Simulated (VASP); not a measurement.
PtS2:

```xyz
3
Lattice="3.5667 0.0000 0.0000 -1.7833 3.0888 0.0000 0.0000 0.0000 5.0722" Properties=species:S:1:pos:R:3 pbc="T T T"
Pt    0.0000    0.0000    0.0000
S     1.7833    1.0296    3.9208
S     0.0000    2.0592    1.1514
```

Base run:

```yaml
Program: VASP 6.6.1
Functional: PBE
Potentials_or_basis: VASP PAW PBE potentials, release 64 (Pt, S)
Cutoff: 520 eV
k_mesh: 7 × 7 × 5
Occupations: fermi-dirac, width 0.05 eV
Spin: no spin polarisation
```

Its results: band gap on the k mesh 0.88 eV, indirect (least direct gap 1.15 eV); pressure 7.8 GPa; largest force 0.917 eV/Å.

Q: The run is repeated on the same cell with these changes: functional from PBE to r2SCAN; k mesh from 7 × 7 × 5 to 9 × 9 × 5. What comes out?

A: Band gap on the k mesh 1.17 eV, indirect (least direct gap 1.23 eV); pressure 5.9 GPa; largest force 0.909 eV/Å.

Several settings changed at once, so the effect can't be laid on one alone.

Caveats: spin-orbit coupling is left out, which moves the levels of the heavy elements; the PAW data sets were made with another functional, which shifts forces and pressure a little (some runs).

A k mesh can miss the band edges.
